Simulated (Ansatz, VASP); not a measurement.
## One calculation of BN, two programs

The input POSCAR:

```
BN
1.0
    2.4517820176      0.0000000000      0.0000000000
   -1.2258910088      2.1233055118      0.0000000000
    0.0000000000      0.0000000000      3.8887066000
B N
2 2
Direct
    0.6666666667      0.3333333333      0.9997240000
    0.3333333333      0.6666666667      0.4997240000
    0.6666666667      0.3333333333      0.6252760000
    0.3333333333      0.6666666667      0.1252760000
```

Contents of INCAR.step1:

```
PREC     = Accurate       # precision mode
ENCUT    = 520            # plane-wave cutoff, eV
ISMEAR   = 0              # smearing method
SIGMA    = 0.05           # smearing width, eV
LREAL    = F              # projectors in reciprocal space
LASPH    = T              # aspherical terms in the spheres
NELM     = 100            # most SCF steps
NBANDS   = 16             # bands
GGA      = PE             # functional
ALGO     = Normal         # electronic algorithm
EDIFF    = 1E-4           # SCF threshold, eV
LWAVE    = T              # write WAVECAR
LCHARG   = F              # write CHGCAR
```

Contents of INCAR.step2:

```
PREC     = Accurate       # precision mode
ENCUT    = 520            # plane-wave cutoff, eV
EDIFF    = 1E-6           # SCF threshold, eV
ISMEAR   = 0              # smearing method
SIGMA    = 0.05           # smearing width, eV
LREAL    = F              # projectors in reciprocal space
LASPH    = T              # aspherical terms in the spheres
NELM     = 100            # most SCF steps
ALGO     = Normal         # electronic algorithm
ISIF     = 2              # what is computed and relaxed
LWAVE    = F              # write WAVECAR
LCHARG   = F              # write CHGCAR
METAGGA  = R2SCAN         # meta-GGA
LMIXTAU  = T            
NBANDS   = 16             # bands
ISTART   = 1
```

The input KPOINTS:

```
Automatic mesh
0
Gamma
  12 12 6
```

Input for Ansatz:

```yaml
crystal:
  lattice:
    - [2.4517820176, 0.0, 0.0]
    - [-1.2258910088, 2.1233055118, 0.0]
    - [0.0, 0.0, 3.8887066]
  atoms:
    - { symbol: B, position: [0.6666666667, 0.3333333333, 0.999724] }
    - { symbol: B, position: [0.3333333333, 0.6666666667, 0.499724] }
    - { symbol: "N", position: [0.6666666667, 0.3333333333, 0.625276] }
    - { symbol: "N", position: [0.3333333333, 0.6666666667, 0.125276] }
basis:
  ecutwfc: 500
kpoints:
  mp_grid: { grid: [12, 12, 6] }
hamiltonian:
  xc: r2scan
scf:
  occupations: { method: gaussian, width: 0.05 }
output:
  forces: true
  stress: true
  eigenvalues: true
```

Change from the starting cell: strain -0.040 along x and y, -0.080 along z, atoms carried along.

Alike in both runs: task single point; functional r2SCAN; k mesh 12 × 12 × 6; occupations gaussian, width 0.05 eV; no spin polarisation.

```csv
,VASP,Ansatz
version,VASP 6.6.1,Ansatz 0.2.0
potentials or method,"VASP PAW PBE potentials, release 64 (B, N), cutoff 520 eV","scalar-relativistic, plane waves, PAW"
valence electrons in the cell,16,16
```

VASP gave:

* gap on the k mesh at the Fermi level (eV): 5.62
* least direct gap on the mesh (eV): 9.27
* pressure (GPa): 82.1
* traceless stress, the component that is largest in VASP (GPa): 43.09
* rms of the force components (eV/Å): 0.225

Q: What did Ansatz give for the same quantities?

A: gap on the k mesh at the Fermi level (eV): 5.67; least direct gap on the mesh (eV): 9.33; pressure (GPa): 80.3; traceless stress, the component that is largest in VASP (GPa): 42.84; rms of the force components (eV/Å): 0.223.

VASP's potentials were made for PBE, not for r2SCAN. Atom by atom the forces differ by 0.003 eV/Å (rms over components). Both programs put the cell under a high pressure, so it lies far from rest at this level. The functional is the same, so the differences come from potentials, cutoffs and numerics.

Noted on VASP's run: the cell as given lies far from equilibrium.
